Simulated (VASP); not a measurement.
TiC:

```xyz
2
Lattice="0.0000 2.1467 2.1467 2.1467 0.0000 2.1467 2.1467 2.1467 0.0000" Properties=species:S:1:pos:R:3 pbc="T T T"
Ti    0.0099    0.0097    0.0060
C     2.1368    2.1369    2.1407
```

```yaml
Program: VASP 6.6.1
Task: relaxation of cell and atoms
Functional: PBEsol
Potentials_or_basis: VASP PAW PBE potentials, release 64 (Ti_sv, C)
Cutoff: 600 eV
k_mesh: 14 × 14 × 14
Occupations: gaussian, width 0.15 eV
Spin: no spin polarisation
```

At the start: pressure 0.2 GPa; volume 9.89 Å³/atom.

Q: How do energy, volume and symmetry change on relaxing?

A: Over 5 steps the energy falls by 2.4 meV/atom; space group Fm-3m (No. 225, to 0.1 Å) before and after.

The path:
| step | energy change (eV) | largest force (eV/Å) | pressure (GPa) | volume (Å³) |
| --- | --- | --- | --- | --- |
| 1 | 0.0000 | 0.3117 | 0.25 | 19.78 |
| 2 | -0.0047 | 0.0018 | -0.44 | 19.83 |
| 3 | -0.0047 | 0.0042 | -0.45 | 19.83 |
| 4 | -0.0047 | 0.0083 | 0.62 | 19.75 |
| 5 | -0.0047 | 0.0010 | 0.02 | 19.79 |

Final structure:
```xyz
2
Lattice="-0.0006 2.1469 2.1467 2.1469 -0.0006 2.1467 2.1467 2.1467 -0.0004" Properties=species:S:1:pos:R:3 pbc="T T T"
Ti    4.2930    4.2930    4.2929
C     2.1466    2.1465    2.1465
```

Caveat: the PAW data sets were made with another functional, which shifts forces and pressure a little.
